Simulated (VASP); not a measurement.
Crystal: LiH.

```xyz
4
Lattice="3.2548 0.0000 0.0000 -1.6274 2.8188 0.0000 0.0000 0.0000 4.0691" Properties=species:S:1:pos:R:3 pbc="T T T"
Li    0.0000    1.8792    1.0173
Li    1.6274    0.9396    3.0518
H     1.6274    0.9396    1.0173
H     0.0000    1.8792    3.0518
```

Base run:

* Program: VASP 6.6.1
* Functional: PBE
* Potentials or basis: VASP PAW PBE potentials, release 64 (Li_sv, H)
* Cutoff: 520 eV
* k mesh: 12 × 12 × 6
* Occupations: fermi-dirac, width 0.02 eV
* Spin: no spin polarisation

Its results: band gap on the k mesh 1.83 eV (least direct gap 3.07 eV).

Task: The run is repeated on the same cell with these changes: functional from PBE to r2SCAN; occupations from fermi-dirac, width 0.02 eV to gaussian, width 0.01 eV. What comes out?

Result: Band gap on the k mesh 2.30 eV (least direct gap 3.61 eV).

A k mesh can miss the band edges.
